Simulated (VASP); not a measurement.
A run of VASP 6.6.1:

Contents of INCAR:

```
PREC = Accurate
ENCUT = 520
EDIFF = 1E-7
ISMEAR = 0
SIGMA = 0.1
LREAL = F
LASPH = T
NELM = 100
ALGO = Normal
ISIF = 2
LWAVE = F
LCHARG = F
GGA = RP
NBANDS = 21
```

KPOINTS

```
regular mesh
0
Gamma
  7 7 7
```

POSCAR

```
Sn
1.0
    0.0000000000      3.2333428000      3.2333428000
    3.2333428000      0.0000000000      3.2333428000
    3.2333428000      3.2333428000      0.0000000000
Sn
2
Direct
    0.2500000000      0.2500000000      0.2500000000
    0.0000000000      0.0000000000      0.0000000000
```

Potentials or basis: VASP PAW PBE potentials, release 64 (Sn_d).

Command:

```bash
$ cat potpaw_PBE.64/Sn_d/POTCAR > POTCAR
$ mpirun -np 1 vasp_std > vasp.out
```

Hardware: 1 thread of Intel(R) Xeon(R) 6975P-C (Granite Rapids), with other jobs on the host.

Problem. Estimate the wall time of this run.

Solution. Wall time 15 s on 1 thread of Intel(R) Xeon(R) 6975P-C (Granite Rapids), with other jobs on the host, peak memory 0.2 GiB. Counts: scf iterations 13, k points 20.
